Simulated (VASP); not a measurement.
# GeSb3O2 (P4mm) in VASP: a series of runs, part 2 of 2

VASP 6.6.1.

### 3 Relaxation of cell and atoms, PBE

This run uses another cell than the first one, of 25.75 Å³/atom.

INCAR

```
SYSTEM = GeSb3O2
PREC = Accurate
ENCUT = 600
EDIFF = 1E-7
ISMEAR = 0
SIGMA = 0.1
LREAL = .FALSE.
LASPH = .TRUE.
NELM = 100
ALGO = Normal
ISIF = 3
LWAVE = .FALSE.
LCHARG = .FALSE.
GGA = PE
IBRION = 2
NSW = 90
EDIFFG = -0.04
```

KPOINTS

```
regular mesh
0
G
  6 6 2
  0 0 0
```

POSCAR

```
GeSb3O2
1.0
    3.5371531900      0.0000000000      0.0000000000
    0.0000000000      3.5371531900      0.0000000000
    0.0000000000      0.0000000000     12.3477353100
Ge Sb O
1 3 2
Direct
    0.5000000000      0.5000000000      0.1515834800
    0.0000000000      0.0000000000      0.6514509300
    0.0000000000      0.0000000000      0.3293667700
    0.5000000000      0.5000000000      0.8522117700
    0.0000000000      0.0000000000      0.0241090300
    0.5000000000      0.5000000000      0.4912769800
```

Potentials or basis: VASP PAW PBE potentials, release 64 (Ge_d, Sb, O).

On the command line:

```bash
> cat potpaw_PBE.64/Ge_d/POTCAR potpaw_PBE.64/Sb/POTCAR potpaw_PBE.64/O/POTCAR > POTCAR
> mpirun -np 1 vasp_std > vasp.out
```

OUTCAR:

```text
SYSTEM = GeSb3O2
   PREC = Accurate
   ENCUT = 600
   EDIFF = 1E-7
   ISMEAR = 0
   LREAL = .FALSE.
   LASPH = .TRUE.
   NELM = 100
   ISIF = 3
   GGA = PE
   IBRION = 2
   NSW = 90
   EDIFFG = -0.04

 ion  position               nearest neighbor table
   1  0.500  0.500  0.152-   3 3.33   3 3.33   3 3.33   3 3.33
   2  0.000  0.000  0.651-   4 3.52   4 3.52   4 3.52   4 3.52
   3  0.000  0.000  0.329-   1 3.33   1 3.33   1 3.33   1 3.33
   4  0.500  0.500  0.852-   2 3.52   2 3.52   2 3.52   2 3.52
   5  0.000  0.000  0.024-
   6  0.500  0.500  0.491-

  LATTYP: Found a simple tetragonal cell.
 ALAT       =     3.5371531900
 C/A-ratio  =     3.4908681210

  Lattice vectors:

 A1 = (   3.5371531900,   0.0000000000,   0.0000000000)
 A2 = (   0.0000000000,   3.5371531900,   0.0000000000)
[... 179 lines left out ...]

  energy without entropy =      -23.09099973  energy(sigma->0) =      -23.10793480

 E-fermi :   3.8279     XC(G=0):  -9.2690

 val. band max:        3.8019312805   @ k =   0.1667   0.1667   0.5000
 cond. band min:       3.8302308176   @ k =   0.3333   0.0000   0.0000
 fundamental gap:      0.0282995370
 Fermi energy:         3.8279467467
[... 1201 lines left out ...]
     23       6.8752      0.00000
     24       9.7029      0.00000

[... ionic steps 4 to 78 ...]

--------------------------------------- Ionic step       79  -------------------------------------------

 number of electron      41.0000009 magnetization

------------------------ aborting loop because EDIFF is reached ----------------------------------------
[... 75 lines left out ...]
--------------------------------------- Ionic step       81  -------------------------------------------

 number of electron      41.0000008 magnetization

 Free energy of the ion-electron system (eV)
  ---------------------------------------------------
  ext. energy  EPLUGINS =         0.00000000
  ---------------------------------------------------
  free energy    TOTEN  =       -28.75861266 eV

  energy without entropy =      -28.74564219  energy(sigma->0) =      -28.75212743

 E-fermi :   6.6426     XC(G=0): -10.0807

 val. band max:        6.6218721126   @ k =   0.3333   0.0000   0.0000
 cond. band min:       6.7019097971   @ k =   0.1667   0.0000   0.0000
 fundamental gap:      0.0800376845
 Fermi energy:         6.6426065611
[... 571 lines left out ...]
  FREE ENERGIE OF THE ION-ELECTRON SYSTEM (eV)
  ---------------------------------------------------
  free  energy   TOTEN  =       -28.7586126632 eV

  energy  without entropy=      -28.7456421878  energy(sigma->0) =      -28.75212743

 reached required accuracy - stopping structural energy minimisation
```

OSZICAR:

```text
N       E                     dE             d eps       ncg     rms          rms(c)
DAV:   1     0.351638181705E+03    0.35164E+03   -0.18264E+04  1112   0.236E+03
[... 660 lines left out ...]
  48 F= -.28081373E+02 E0= -.28071580E+02  d E =-.382742E-01
       N       E                     dE             d eps       ncg     rms          rms(c)
DAV:   1    -0.281866211095E+02   -0.10525E+00   -0.27808E+01  1008   0.386E+01    0.188E+00
DAV:   2    -0.282038782754E+02   -0.17257E-01   -0.91209E-01  1000   0.733E+00    0.780E-01
DAV:   3    -0.281944075231E+02    0.94708E-02   -0.67799E-02  1376   0.192E+00    0.369E-01
DAV:   4    -0.281909175808E+02    0.34899E-02   -0.16929E-02  1456   0.847E-01    0.244E-01
DAV:   5    -0.281896047652E+02    0.13128E-02   -0.50782E-03  1160   0.418E-01    0.822E-02
DAV:   6    -0.281895103097E+02    0.94455E-04   -0
```

It took 79 min on 1 thread of Intel Xeon Platinum 8488C (Sapphire Rapids), shared host; peak memory 0.36 GiB.

What came out:

```
Free energy                           : -28.7586 eV
Relaxed volume                        : 20.62 Å³/atom
Relaxed cell                          : a = 3.238 Å, b = 3.238 Å, c = 11.801 Å, α = 90.00°, β = 90.00°, γ = 90.00°
Space group after relaxing (to 0.1 Å) : P4mm (No. 99)
Energy gained by relaxing             : 939.0 meV/atom
Ionic steps                           : 81
Pressure after relaxing               : -0.1 GPa
Largest force after relaxing          : 0.026 eV/Å
Band gap on the k mesh                : zero (an odd number of electrons rules out a gap without spin polarisation)
```

Forces on the atoms (eV/Å):
```
Ge   0.000  0.000  0.015
Sb   0.000  0.000 -0.022
Sb   0.000  0.000  0.003
Sb   0.000  0.000  0.026
O    0.000  0.000 -0.024
O    0.000  0.000  0.003
```

The path:
| step | energy change (eV) | largest force (eV/Å) | pressure (GPa) | volume (Å³) |
| --- | --- | --- | --- | --- |
| 1 | 0.0000 | 1.1497 | -13.25 | 154.49 |
| 4 | -3.3730 | 1.3946 | 2.48 | 104.99 |
| 7 | -3.5935 | 1.2043 | 6.49 | 101.89 |
| 10 | -4.0826 | 0.6436 | -1.24 | 113.06 |
| 13 | -4.4890 | 0.3715 | -1.27 | 121.91 |
| 16 | -4.5825 | 0.2936 | -0.11 | 121.11 |
| 19 | -4.6035 | 0.1376 | -0.51 | 120.92 |
| 22 | -4.6150 | 0.1662 | -0.43 | 120.02 |
| 25 | -4.6289 | 0.1792 | 0.36 | 117.71 |
| 28 | -4.6446 | 0.2418 | -0.97 | 118.81 |
| 31 | -4.6658 | 0.5161 | 1.89 | 114.34 |
| 34 | -4.7253 | 0.6324 | 1.31 | 115.38 |
| 37 | -4.7310 | 0.9937 | 2.96 | 114.84 |
| 40 | -4.7444 | 0.9352 | 2.42 | 115.17 |
| 43 | -4.7843 | 1.1125 | 1.84 | 116.81 |
| 46 | -4.8703 | 1.5351 | -3.46 | 132.65 |
| 49 | -5.0646 | 1.4198 | -2.34 | 128.99 |
| 52 | -5.2603 | 1.4370 | -2.87 | 136.90 |
| 55 | -5.5244 | 0.5323 | 0.80 | 130.40 |
| 58 | -5.5695 | 0.2144 | -0.29 | 131.10 |
| 61 | -5.5766 | 0.1017 | 0.06 | 130.08 |
| 64 | -5.5823 | 0.1365 | -0.83 | 130.33 |
| 67 | -5.5926 | 0.1899 | -0.69 | 128.73 |
| 70 | -5.6064 | 0.3276 | -0.12 | 124.85 |
| 73 | -5.6251 | 0.1429 | 0.23 | 122.51 |
| 76 | -5.6309 | 0.0781 | 0.08 | 122.80 |
| 79 | -5.6333 | 0.0544 | -0.11 | 123.64 |
| 81 | -5.6337 | 0.0259 | -0.07 | 123.69 |

Final structure:
```cif
data_structure
_symmetry_space_group_name_H-M 'P 1'
_symmetry_Int_Tables_number 1
_cell_length_a 3.2376
_cell_length_b 3.2376
_cell_length_c 11.8005
_cell_angle_alpha 90.000
_cell_angle_beta 90.000
_cell_angle_gamma 90.000
_cell_volume 123.69
loop_
_atom_site_label
_atom_site_type_symbol
_atom_site_fract_x
_atom_site_fract_y
_atom_site_fract_z
_atom_site_occupancy
Ge1 Ge 0.50000 0.50000 0.09196 1
Sb1 Sb 0.00000 0.00000 0.57457 1
Sb2 Sb 0.00000 0.00000 0.31128 1
Sb3 Sb 0.50000 0.50000 0.85225 1
O1 O 0.00000 0.00000 0.12238 1
O2 O 0.50000 0.50000 0.54756 1
```

Caveat: the volume moved by over 15 % at a fixed basis, so the end points are rough; spin-orbit coupling is left out, which moves the levels of the heavy elements; an odd number of electrons without spin polarisation forces a metal; a magnetic or distorted state may lie lower.

The gap in the log of VASP goes by the Fermi energy; the results here count the filled bands.